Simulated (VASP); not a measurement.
# Na3Li5Cl8 (I4/mmm) in VASP: single point with r2SCAN

Aim: the single point of Na3Li5Cl8 with r2SCAN.

All numbers are computed with VASP 6.6.1; they aren't measurements. Logs are shortened: lines on timing, memory, paths and dates and some standing lists are left out, and cuts for length are marked.

### 1 The cell of the first run

The structure is tetragonal, space group I4/mmm (No. 139). Conventional cell: a = 7.536 Å, b = 7.536 Å, c = 10.655 Å, α = 90.00°, β = 90.00°, γ = 90.00°. Within 3.5 Å of Cl (site symmetry -4m2) lie 2 Na at 2.66 Å and 4 Li at 2.66 Å. Cl (site symmetry 4mm) has 5 Li at 2.59 to 2.67 Å and 1 Na at 2.73 Å within 3.4 Å. Within 3.4 Å of Cl (site symmetry m2m) lie 3 Li at 2.59 to 2.66 Å and 3 Na at 2.67 to 2.74 Å. Within 3.4 Å of Li (site symmetry 4/mmm) lie 6 Cl at 2.59 Å. Li (site symmetry 2/m) has 6 Cl at 2.66 to 2.67 Å within 3.5 Å. Within 3.5 Å of Na (site symmetry mmm) lie 6 Cl at 2.66 to 2.67 Å. Within 3.6 Å of Na (site symmetry 4/mmm) lie 6 Cl at 2.73 to 2.74 Å.

### 2 Single point, r2SCAN

The input, POSCAR:

```
Na3Li5Cl8
1.0
    0.0000000000      5.3289778412      5.3272591144
    5.3289778412      0.0000000000      5.3272591144
    5.3289778412      5.3289778412      0.0000000000
Cl Li Na
8 5 3
Direct
    0.2500000000      0.2500000000      0.2500000000
    0.2434144804      0.2434144804      0.7565855196
    0.2430773538      0.7569226462      0.2430773538
    0.2430773538      0.7569226462      0.7569226462
    0.7569226462      0.2430773538      0.2430773538
    0.7569226462      0.2430773538      0.7569226462
    0.7565855196      0.7565855196      0.2434144804
    0.7500000000      0.7500000000      0.7500000000
    0.0000000000      0.0000000000      0.0000000000
    0.0000000000      0.5000000000      0.0000000000
    0.0000000000      0.5000000000      0.5000000000
    0.5000000000      0.0000000000      0.0000000000
    0.5000000000      0.0000000000      0.5000000000
    0.0000000000      0.0000000000      0.5000000000
    0.5000000000      0.5000000000      0.0000000000
    0.5000000000      0.5000000000      0.5000000000
```

The input, INCAR.step1:

```
PREC = Accurate ; ENCUT = 830
ISMEAR = -1 ; SIGMA = 0.01
LREAL = False ; LASPH = True
NELM = 120 ; NBANDS = 60
GGA = PE ; ALGO = Normal
EDIFF = 1E-5 ; LWAVE = True
LCHARG = False ; GGA_COMPAT = False
```

The input, INCAR.step2:

```
PREC = Accurate ; ENCUT = 830
EDIFF = 1E-6 ; ISMEAR = -1
SIGMA = 0.01 ; LREAL = False
LASPH = True ; NELM = 120
ALGO = Normal ; ISIF = 2
LWAVE = False ; LCHARG = True
METAGGA = R2SCAN ; LMIXTAU = True
LELF = True ; LVHAR = True
NBANDS = 60 ; ISTART = 1
GGA_COMPAT = False
```

The input, KPOINTS:

```
Automatic mesh
0
Gamma
  4 4 4
```

Potentials or basis: VASP PAW PBE potentials, release 64 (Cl, Li_sv, Na_pv).

The run is started by

```console
$ cat potpaw_PBE.64/Cl/POTCAR potpaw_PBE.64/Li_sv/POTCAR potpaw_PBE.64/Na_pv/POTCAR > POTCAR
$ cp INCAR.step1 INCAR
$ mpirun -np 1 vasp_std > vasp.out
$ cp INCAR.step2 INCAR
$ mpirun -np 1 vasp_std > vasp.out
```

OUTCAR:

```text
PREC = Accurate
   ENCUT = 830
   EDIFF = 1E-6
   ISMEAR = -1
   LREAL = False
   LASPH = True
   NELM = 120
   ISIF = 2
   METAGGA = R2SCAN
   ISTART = 1

 ion  position               nearest neighbor table
   1  0.250  0.250  0.250-  14 2.66  15 2.66
   2  0.243  0.243  0.757-   9 2.59
   3  0.243  0.757  0.243-   9 2.59  14 2.67  15 2.67
   4  0.243  0.757  0.757-   9 2.59  14 2.67  15 2.67
   5  0.757  0.243  0.243-   9 2.59  14 2.67  15 2.67
   6  0.757  0.243  0.757-   9 2.59  14 2.67  15 2.67
   7  0.757  0.757  0.243-   9 2.59
   8  0.750  0.750  0.750-  14 2.66  15 2.66
   9  0.000  0.000  0.000-   3 2.59   4 2.59   5 2.59   6 2.59   2 2.59   7 2.59
  10  0.000  0.500  0.000-
  11  0.000  0.500  0.500-
  12  0.500  0.000  0.000-
  13  0.500  0.000  0.500-
  14  0.000  0.000  0.500-   1 2.66   8 2.66   4 2.67   5 2.67   6 2.67   3 2.67
  15  0.500  0.500  0.000-   1 2.66   8 2.66   4 2.67   5 2.67   6 2.67   3 2.67
  16  0.500  0.500  0.500-

  LATTYP: Found a body centered tetragonal cell.
 ALAT       =     7.5363127366
 C/A-ratio  =     1.4137574436

  Lattice vectors:

 A1 = (   0.0000000000,  -5.3289778412,  -5.3272591144)
 A2 = (   0.0000000000,   5.3289778412,  -5.3272591144)
 A3 = (   5.3289778412,   0.0000000000,   5.3272591144)

Analysis of symmetry for initial positions (statically):
=====================================================================
 Subroutine PRICEL returns:
 Original cell was already a primitive cell.

 Routine SETGRP: Setting up the symmetry group for a
 body centered tetragonal supercell.

 Subroutine GETGRP returns: Found 16 space group operations
 (whereof 16 operations were pure point group operations)
 out of a pool of 16 trial point group operations.

The static configuration has the point symmetry D_4h.

Analysis of symmetry for dynamics (positions and initial velocities):
=====================================================================
 Subroutine PRICEL returns:
 Original cell was already a primitive cell.

 Routine SETGRP: Setting up the symmetry group for a
 body centered tetragonal supercell.

 Subroutine GETGRP returns: Found 16 space group operations
 (whereof 16 operations were pure point group operations)
 out of a pool of 16 trial point group operations.

The dynamic configuration has the point symmetry D_4h.

 Subroutine INISYM returns: Found 16 space group operations
 (whereof 16 operations are pure point group operations),
[... 109 lines left out ...]
   LASPH  =      T    aspherical Exc in radial PAW
   ENCUT  =  830.0 eV  61.00 Ry    7.81 a.u.  17.70 17.70 17.70*2*pi/ulx,y,z
   NELM   =    120;   NELMIN=  2; NELMDL=  0     # of ELM steps
   EDIFF  = 0.1E-05   stopping-criterion for ELM
   LREAL  =      F    real-space projection
[... 7 lines left out ...]
   TEBEG  =    0.0;   TEEND  =   0.0 temperature during run
   PSTRESS=    0.0 pullay stress
   NELECT =      92.0000    total number of electrons
   NUPDOWN=      -1.0000    fix difference up-down
   EMIN   =  10.00;   EMAX   =-10.00  energy-range for DOS
   EFERMI =   0.00;   METHOD = LEGACY
   ISMEAR =    -1;   SIGMA  =   0.01  broadening in eV -4-tet -1-fermi 0-gaus
   EFERMI_NEDOS =   21; number of points for ismear=-14 and -15
   IALGO  =     38    algorithm
   IMIX   =      4    mixing-type and parameters
     AMIX     =   0.40;   BMIX     =  1.00
     AMIX_MAG =   1.60;   BMIX_MAG =  1.00
  volume/ion in A,a.u.               =      18.91       127.61
  Fermi-wavevector in a.u.,A,eV,Ry     =   1.100855  2.080315 16.488660  1.211882
  Thomas-Fermi vector in A             =   2.237273
   LORBIT       =      0    0 simple, 1 ext, 2 COOP (PROOUT), +10 PAW based schemes
   METAGGA = R2SCAN    functional components
   LHFCALC =     F    Hartree Fock is set to
   AEXX    =    0.0000 exact exchange contribution
   IVDW    =     0    specifies the selected vdW correction
   LEPSILON=     F    determine dielectric tensor
   LRPA    =     F    only Hartree local field effects (RPA)
 non-spin polarized calculation
  energy-cutoff  :      830.00
  volume of cell :      302.57
 maximum number of plane-waves:     16474
 NGX is ok and might be reduce to    72
   NGX = 35   NGY = 35   NGZ = 35

 number of electron      91.9999990 magnetization

 Free energy of the ion-electron system (eV)
  ---------------------------------------------------
  ext. energy  EPLUGINS =         0.00000000
  ---------------------------------------------------
  free energy    TOTEN  =      -103.84294211 eV

  energy without entropy =     -103.84294211  energy(sigma->0) =     -103.84294211

 E-fermi :  -0.1438     XC(G=0):  -8.9546

 val. band max:       -0.3905361985   @ k =   0.0000   0.0000   0.0000
 cond. band min:       6.2505895676   @ k =   0.0000   0.0000   0.0000
 fundamental gap:      6.6411257661
 Fermi energy:        -0.1437531646

 k-point     1 :       0.0000    0.0000    0.0000
  band No.  band energies     occupation
      1     -45.4782      2.00000
      2     -45.4777      2.00000
      3     -45.4777      2.00000
      4     -45.4772      2.00000
      5     -45.0913      2.00000
      6     -21.9015      2.00000
[... 782 lines left out ...]
     57       9.8085      0.00000
     58       9.9235      0.00000
 [bands above 58 left out]

------------------------ aborting loop because EDIFF is reached ----------------------------------------

  FORCE on cell =-STRESS in cart. coord.  units (eV):
  Direction    XX          YY          ZZ          XY          YZ          ZX
  --------------------------------------------------------------------------------------
  -------------------------------------------------------------------------------------
  Total       -0.4527582     -0.4527582     -0.4365923      0.0000000     -0.0000000      0.0000000
  in kB       -2.3974815     -2.3974815     -2.3118784      0.0000000     -0.0000000      0.0000000
  external PRESSURE =      -2.3689472 kB  Pullay stress =       0.0000000 kB

 VOLUME and BASIS-vectors are now :
 -----------------------------------------------------------------------------
  energy-cutoff  :      830.00
  volume of cell :      302.57
      direct lattice vectors                 reciprocal lattice vectors
     0.000000000  5.328977841  5.327259114    -0.093826624  0.093826624  0.093856895
     5.328977841  0.000000000  5.327259114     0.093826624 -0.093826624  0.093856895
     5.328977841  5.328977841  0.000000000     0.093826624  0.093826624 -0.093856895

 POSITION                                       TOTAL-FORCE (eV/Angst)
 -----------------------------------------------------------------------------------
      2.66449      2.66449      2.66363        -0.000000     -0.000000      0.000000
      5.32898      5.32898      2.59346         0.000000      0.000000     -0.003430
      5.32898      2.59071      5.32726         0.000000     -0.012778      0.000000
      8.06725      5.32898      5.32726         0.012778      0.000000      0.000000
      2.59071      5.32898      5.32726        -0.012778      0.000000      0.000000
      5.32898      8.06725      5.32726         0.000000      0.012778      0.000000
[... 8 lines left out ...]
      2.66449      2.66449      5.32726         0.000000      0.000000      0.000000
      5.32898      5.32898      5.32726         0.000000     -0.000000      0.000000
 -----------------------------------------------------------------------------------
    total drift:                               -0.000000     -0.000000      0.000000

  FREE ENERGIE OF THE ION-ELECTRON SYSTEM (eV)
  ---------------------------------------------------
  free  energy   TOTEN  =      -103.8429421096 eV

  energy  without entropy=     -103.8429421096  energy(sigma->0) =     -103.84294211
```

Run time: 40 min. Hardware: 1 thread of AMD EPYC 9R45 (Zen 5), shared host; peak memory 1 GiB.

What came out:

| Property | Result |
| --- | --- |
| Free energy | -103.8429 eV |
| Pressure | -0.2 GPa |
| Largest force | 0.013 eV/Å |
| Band gap on the k mesh | 6.64 eV |

Forces in eV/Å, atoms in the order of the input:
```
Cl   0.000  0.000  0.000
Cl   0.000  0.000 -0.003
Cl   0.000 -0.013  0.000
Cl   0.013  0.000  0.000
Cl  -0.013  0.000  0.000
Cl   0.000  0.013  0.000
Cl   0.000  0.000  0.003
Cl   0.000  0.000  0.000
Li   0.000  0.000  0.000
Li   0.000  0.000  0.000
Li   0.000  0.000  0.000
Li   0.000  0.000  0.000
Li   0.000  0.000  0.000
Na   0.000  0.000  0.000
Na   0.000  0.000  0.000
Na   0.000  0.000  0.000
```

Caveat: the PAW data sets were made with another functional, which shifts forces and pressure a little.
